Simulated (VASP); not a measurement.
# Ge in VASP: notebook

The runs below take Ge through single point, with PBE.

Program: VASP 6.6.1. These are calculated values, not measurements. Logs are shortened: lines on timing, memory, paths and dates and some standing lists are left out, and cuts for length are marked.

**1. The cell of the first run**

The cell holds a slab with vacuum, 8 atoms: a = 4.074 Å, b = 4.074 Å, c = 25.810 Å, α = 90.00°, β = 90.00°, γ = 120.00°.

**2. Single point, PBE**

File INCAR:

```
SYSTEM = Ge
PREC     = Accurate       ! precision mode
ENCUT    = 520            ! plane-wave cutoff, eV
EDIFF    = 1E-6           ! SCF threshold, eV
ISMEAR   = 0              ! smearing method
SIGMA    = 0.1            ! smearing width, eV
LREAL    = .False.        ! projectors in reciprocal space
LASPH    = .True.         ! aspherical terms in the spheres
NELM     = 80             ! most SCF steps
ALGO     = Normal         ! electronic algorithm
ISIF     = 2              ! what is computed and relaxed
LWAVE    = .False.        ! write WAVECAR
LCHARG   = .False.        ! write CHGCAR
LDIPOL   = .True.       
IDIPOL   = 3            
DIPOL    = 0.5 0.5 0.500
GGA      = PE             ! functional
NBANDS   = 66             ! bands
EFIELD   = -0.6
```

File KPOINTS:

```
Automatic mesh
0
Gamma
  9 9 1
  0 0 0
```

File POSCAR:

```
Ge
1.0
    4.0736913413      0.0000000000      0.0000000000
   -2.0368456706      3.5279201887      0.0000000000
    0.0000000000      0.0000000000     25.8100039188
Ge
8
Direct
    0.3333333333      0.6666666667      0.2905850004
    0.0000000000      0.0000000000      0.3228026927
    0.0000000000      0.0000000000      0.4194557694
    0.6666666667      0.3333333333      0.4516734616
    0.6666666667      0.3333333333      0.5483265384
    0.3333333333      0.6666666667      0.5805442306
    0.3333333333      0.6666666667      0.6771973073
    0.0000000000      0.0000000000      0.7094149996
```

Potentials or basis: VASP PAW PBE potentials, release 64 (Ge_d).

Started as:

```sh
cat potpaw_PBE.64/Ge_d/POTCAR > POTCAR
mpirun -np 1 vasp_std > vasp.out
```

OUTCAR:

```text
SYSTEM = Ge
   PREC = Accurate
   ENCUT = 520
   EDIFF = 1E-6
   ISMEAR = 0
   LREAL = .False.
   LASPH = .True.
   NELM = 80
   ISIF = 2
   GGA = PE

 ion  position               nearest neighbor table
   1  0.333  0.667  0.291-   2 2.49   2 2.49   2 2.49
   2  0.000  0.000  0.323-   3 2.49   1 2.49   1 2.49   1 2.49
   3  0.000  0.000  0.419-   4 2.49   2 2.49   4 2.49   4 2.49
   4  0.667  0.333  0.452-   3 2.49   3 2.49   3 2.49   5 2.49
   5  0.667  0.333  0.548-   6 2.49   6 2.49   6 2.49   4 2.49
   6  0.333  0.667  0.581-   5 2.49   5 2.49   7 2.49   5 2.49
   7  0.333  0.667  0.677-   6 2.49   8 2.49   8 2.49   8 2.49
   8  0.000  0.000  0.709-   7 2.49   7 2.49   7 2.49

  LATTYP: Found a hexagonal cell.
 ALAT       =     4.0736913413
 C/A-ratio  =     6.3357779852

  Lattice vectors:

 A1 = (   4.0736913413,   0.0000000000,   0.0000000000)
 A2 = (  -2.0368456706,   3.5279201887,   0.0000000000)
 A3 = (   0.0000000000,   0.0000000000,  25.8100039188)

Analysis of symmetry for initial positions (statically):
=====================================================================
 Subroutine PRICEL returns:
 Original cell was already a primitive cell.

 Routine SETGRP: Setting up the symmetry group for a
 hexagonal supercell.

 Subroutine GETGRP returns: Found 12 space group operations
 (whereof  6 operations were pure point group operations)
 out of a pool of 24 trial point group operations.

The static configuration has the point symmetry C_3v.
 The point group associated with its full space group is D_3d.

Analysis of symmetry for dynamics (positions and initial velocities):
=====================================================================
 An external electric field (EFIELD) may reduce the allowed symmetry operations
 Subroutine PRICEL returns:
 Original cell was already a primitive cell.

 Routine SETGRP: Setting up the symmetry group for a
 hexagonal supercell.

 Subroutine GETGRP returns: Found  6 space group operations
 (whereof  6 operations were pure point group operations)
 out of a pool of 24 trial point group operations.

The dynamic configuration has the point symmetry C_3v.

 Subroutine INISYM returns: Found  6 space group operations
 (whereof  6 operations are pure point group operations),
 and found     1 'primitive' translations

----------------------------------------------------------------------------------------

                                     Primitive cell

  volume of cell :     370.9325

  direct lattice vectors                    reciprocal lattice vectors
     4.073691341  0.000000000  0.000000000     0.245477606  0.141726562  0.000000000
    -2.036845671  3.527920189  0.000000000     0.000000000  0.283453124  0.000000000
     0.000000000  0.000000000 25.810003919     0.000000000  0.000000000  0.038744667

  length of vectors
     4.073691341  4.073691341 25.810003919     0.283453124  0.283453124  0.038744667

  position of ions in fractional coordinates (direct lattice)
     0.333333333  0.666666667  0.290585000
     0.000000000  0.000000000  0.322802693
     0.000000000  0.000000000  0.419455769
     0.666666667  0.333333333  0.451673462
     0.666666667  0.333333333  0.548326538
     0.333333333  0.666666667  0.580544231
     0.333333333  0.666666667  0.677197307
     0.000000000  0.000000000  0.709415000

  ion indices of the primitive-cell ions
   primitive index   ion index
                 1           1
                 2           2
                 3           3
                 4           4
                 5           5
                 6           6
                 7           7
                 8           8

----------------------------------------------------------------------------------------

 KPOINTS: Automatic mesh

Automatic generation of k-mesh.
 Grid dimensions read from file:
 generate k-points for:    9    9    1

 Generating k-lattice:

  Cartesian coordinates                     Fractional coordinates (reciprocal lattice)
     0.027275290  0.015747396  0.000000000     0.111111111  0.000000000  0.000000000
     0.000000000  0.031494792  0.000000000     0.000000000  0.111111111  0.000000000
     0.000000000  0.000000000  0.038744667     0.000000000  0.000000000  1.000000000

  Length of vectors
     0.031494792  0.031494792  0.038744667

  Shift w.r.t. Gamma in fractional coordinates (k-lattice)
     0.000000000  0.000000000  0.000000000

 Subroutine IBZKPT returns following result:
 ===========================================

 Found     12 irreducible k-points:

 Following reciprocal coordinates:
            Coordinates               Weight
  0.000000  0.000000  0.000000      1.000000
  0.111111  0.000000  0.000000      6.000000
  0.222222  0.000000  0.000000      6.000000
  0.333333  0.000000  0.000000      6.000000
  0.444444  0.000000  0.000000      6.000000
  0.111111  0.111111  0.000000      6.000000
  0.222222  0.111111  0.000000     12.000000
  0.333333  0.111111  0.000000     12.000000
  0.444444  0.111111  0.000000      6.000000
  0.222222  0.222222  0.000000      6.000000
  0.333333  0.222222  0.000000     12.000000
  0.333333  0.333333  0.000000      2.000000
   k-points           NKPTS =     12   k-points in BZ     NKDIM =     12   number of bands    NBANDS=     66
   number of dos      NEDOS =    301   number of ions     NIONS =      8
   total plane-waves  NPLWV = 172800
   dimension x,y,z NGX =    30 NGY =   30 NGZ =  192
   dimension x,y,z NGXF=    60 NGYF=   60 NGZF=  384
   ions per type =               8
   NGX,Y,Z   is equivalent  to a cutoff of  12.24, 12.24, 12.37 a.u.
   NGXF,Y,Z  is equivalent  to a cutoff of  24.49, 24.49, 24.73 a.u.
 SYSTEM =  Ge
   PREC   = accura    normal or accurate (medium, high low for compatibility)
   ISTART =      0    job   : 0-new  1-cont  2-samecut
   ICHARG =      2    charge: 1-file 2-atom 10-const
   ISPIN  =      1    spin polarized calculation?
   LNONCOLLINEAR =      F non collinear calculations
   LSORBIT =      F    spin-orbit coupling
   LASPH  =      T    aspherical Exc in radial PAW
   ENCUT  =  520.0 eV  38.22 Ry    6.18 a.u.   7.57  7.57 47.99*2*pi/ulx,y,z
   NELM   =     80;   NELMIN=  2; NELMDL= -5     # of ELM steps
   EDIFF  = 0.1E-05   stopping-criterion for ELM
   LREAL  =      F    real-space projection
   EDIFFG = 0.1E-04   stopping-criterion for IOM
   NSW    =      0    number of steps for IOM
   IBRION =     -1    ionic relax: 0-MD 1-quasi-New 2-CG
   NFREE  =      0    steps in history (QN), initial steepest desc. (CG)
   ISIF   =      2    stress and relaxation
   ISYM   =      2    0-nonsym 1-usesym 2-fastsym
   POTIM  = 0.5000    time-step for ionic-motion
   TEBEG  =    0.0;   TEEND  =   0.0 temperature during run
   PSTRESS=    0.0 pullay stress
   NELECT =     112.0000    total number of electrons
   NUPDOWN=      -1.0000    fix difference up-down
   EMIN   =  10.00;   EMAX   =-10.00  energy-range for DOS
   EFERMI =   0.00;   METHOD = LEGACY
   ISMEAR =     0;   SIGMA  =   0.10  broadening in eV -4-tet -1-fermi 0-gaus
   EFERMI_NEDOS =   21; number of points for ismear=-14 and -15
   IALGO  =     38    algorithm
   IMIX   =      4    mixing-type and parameters
     AMIX     =   0.40;   BMIX     =  1.00
     AMIX_MAG =   1.60;   BMIX_MAG =  1.00
  volume/ion in A,a.u.               =      46.37       312.90
  Fermi-wavevector in a.u.,A,eV,Ry     =   1.098287  2.075462 16.411816  1.206234
  Thomas-Fermi vector in A             =   2.234662
   LORBIT       =      0    0 simple, 1 ext, 2 COOP (PROOUT), +10 PAW based schemes
   GGA     = PE    functional components
   LHFCALC =     F    Hartree Fock is set to
   AEXX    =    0.0000 exact exchange contribution
   IVDW    =     0    specifies the selected vdW correction
   LEPSILON=     F    determine dielectric tensor
   LRPA    =     F    only Hartree local field effects (RPA)
 non-spin polarized calculation
 Gauss-broadening in eV      SIGMA  =   0.10
  energy-cutoff  :      520.00
  volume of cell :      370.93
 maximum number of plane-waves:     10057
   NGX = 15   NGY = 15   NGZ = 95

 number of electron     111.9999911 magnetization

 dipolmoment           0.000000      0.000000     -0.658248 electrons x Angstroem

 Free energy of the ion-electron system (eV)
  ---------------------------------------------------
  ext. energy  EPLUGINS =         0.00000000
  ---------------------------------------------------
  free energy    TOTEN  =       -34.42493927 eV

  energy without entropy =      -34.38112849  energy(sigma->0) =      -34.40303388

 E-fermi :  -0.1403     XC(G=0):  -5.5479

 val. band max:       -0.1465974821   @ k =   0.1111   0.1111   0.0000
 cond. band min:      -0.1267270100   @ k =   0.3333   0.2222   0.0000
 fundamental gap:      0.0198704721
 Fermi energy:        -0.1402979888

 k-point     1 :       0.0000    0.0000    0.0000
  band No.  band energies     occupation
      1     -24.7404      2.00000
      2     -24.7404      2.00000
      3     -24.7079      2.00000
      4     -24.7072      2.00000
      5     -24.7072      2.00000
      6     -24.6960      2.00000
[... 58 lines left out ...]
     65       3.5591      0.00000
     66       3.5591      0.00000

 k-point     2 :       0.1111    0.0000    0.0000
  band No.  band energies     occupation
      1     -24.7455      2.00000
      2     -24.7427      2.00000
      3     -24.7148      2.00000
      4     -24.7087      2.00000
      5     -24.7078      2.00000
      6     -24.6897      2.00000
[... 58 lines left out ...]
     65       3.4208      0.00000
     66       3.6822      0.00000

 k-point     3 :       0.2222    0.0000    0.0000
  band No.  band energies     occupation
      1     -24.7524      2.00000
      2     -24.7467      2.00000
      3     -24.7238      2.00000
      4     -24.7123      2.00000
      5     -24.7092      2.00000
      6     -24.6837      2.00000
[... 610 lines left out ...]
     65       4.6403      0.00000
     66       4.7477      0.00000

 k-point    12 :       0.3333    0.3333    0.0000
  band No.  band energies     occupation
      1     -24.7649      2.00000
      2     -24.7518      2.00000
      3     -24.7423      2.00000
      4     -24.7295      2.00000
      5     -24.7004      2.00000
      6     -24.6677      2.00000
[... 58 lines left out ...]
     65       5.7260      0.00000
     66       5.7434      0.00000

------------------------ aborting loop because EDIFF is reached ----------------------------------------

 vacuum level on the upper side and lower side of the slab       (xc-potential included)         3.518        -3.673

  FORCE on cell =-STRESS in cart. coord.  units (eV):
  Direction    XX          YY          ZZ          XY          YZ          ZX
  --------------------------------------------------------------------------------------
  -------------------------------------------------------------------------------------
  Total       -0.0602326     -0.0602326      1.3801613     -0.0000000      0.0000000      0.0000000
  in kB       -0.2601638     -0.2601638      5.9613618     -0.0000000      0.0000000      0.0000000
  external PRESSURE =       1.8136781 kB  Pullay stress =       0.0000000 kB

 VOLUME and BASIS-vectors are now :
 -----------------------------------------------------------------------------
  energy-cutoff  :      520.00
  volume of cell :      370.93
      direct lattice vectors                 reciprocal lattice vectors
     4.073691341  0.000000000  0.000000000     0.245477606  0.141726562  0.000000000
    -2.036845671  3.527920189  0.000000000     0.000000000  0.283453124  0.000000000
     0.000000000  0.000000000 25.810003919     0.000000000  0.000000000  0.038744667

 POSITION                                       TOTAL-FORCE (eV/Angst)
 -----------------------------------------------------------------------------------
     -0.00000      2.35195      7.50000         0.000000     -0.000000      0.033947
      0.00000      0.00000      8.33154        -0.000000      0.000000     -0.313761
      0.00000      0.00000     10.82616        -0.000000      0.000000      0.209723
      2.03685      1.17597     11.65769         0.000000      0.000000     -0.079431
      2.03685      1.17597     14.15231         0.000000      0.000000      0.085938
     -0.00000      2.35195     14.98385         0.000000      0.000000     -0.220804
     -0.00000      2.35195     17.47847         0.000000      0.000000      0.435952
      0.00000      0.00000     18.31000         0.000000     -0.000000     -0.151563
 -----------------------------------------------------------------------------------
    total drift:                                0.000000     -0.000000     -0.000037

  FREE ENERGIE OF THE ION-ELECTRON SYSTEM (eV)
  ---------------------------------------------------
  free  energy   TOTEN  =       -34.4249392713 eV

  energy  without entropy=      -34.3811284935  energy(sigma->0) =      -34.40303388

 vacuum level on the upper side and lower side of the slab         8.000         1.003
```

Wall time 6.2 min (1 thread of Intel Xeon 6975P-C (Granite Rapids), shared host); peak memory 0.52 GiB.

What came out:

```
Free energy            : -34.4249 eV
Largest force          : 0.436 eV/Å
Band gap on the k mesh : zero (bands 56 and 57 overlap by 0.27 eV)
```

Forces on the atoms (eV/Å):
```
Ge   0.000  0.000  0.034
Ge   0.000  0.000 -0.314
Ge   0.000  0.000  0.210
Ge   0.000  0.000 -0.079
Ge   0.000  0.000  0.086
Ge   0.000  0.000 -0.221
Ge   0.000  0.000  0.436
Ge   0.000  0.000 -0.152
```

**3. Single point, PBE**

File INCAR:

```
SYSTEM = Ge
PREC = Accurate
ENCUT = 520
EDIFF = 1E-6
ISMEAR = -1
SIGMA = 0.025
LREAL = .FALSE.
LASPH = .TRUE.
NELM = 80
ALGO = Normal
ISIF = 2
LWAVE = .FALSE.
LCHARG = .FALSE.
LDIPOL = .TRUE.
IDIPOL = 3
DIPOL = 0.5 0.5 0.500
GGA = PE
NBANDS = 66
```

File KPOINTS:

```
regular mesh
0
G
  9 9 1
  0 0 0
```

POSCAR is that of step 2.

Potentials or basis: VASP PAW PBE potentials, release 64 (Ge_d).

Started as:

```sh
cat potpaw_PBE.64/Ge_d/POTCAR > POTCAR
mpirun -np 1 vasp_std > vasp.out
```

Wall time 4.6 min (1 thread of Intel Xeon 6975P-C (Granite Rapids), shared host); peak memory 0.51 GiB.

The run converged. Its results:

| Quantity | Value |
| --- | --- |
| Free energy | -34.2136 eV |
| Largest force | 0.397 eV/Å |
| Band gap on the k mesh | zero (bands 56 and 57 overlap by 0.28 eV) |

Forces in eV/Å, atoms in the order of the input:
```
Ge   0.000  0.000  0.118
Ge   0.000  0.000 -0.397
Ge   0.000  0.000  0.243
Ge   0.000  0.000 -0.100
Ge   0.000  0.000  0.100
Ge   0.000  0.000 -0.243
Ge   0.000  0.000  0.397
Ge   0.000  0.000 -0.118
```

Levels at points of the mesh, in eV from the Fermi level:
```csv
k point,band 53,band 54,band 55,band 56,band 57,band 58,band 59,band 60
"(0.00, 0.00, 0.00)",-0.10,-0.10,0.18,0.18,0.35,0.70,0.99,1.02
```

[end of part 1 of 2]

The gap in the log of VASP goes by the Fermi energy; the results here count the filled bands.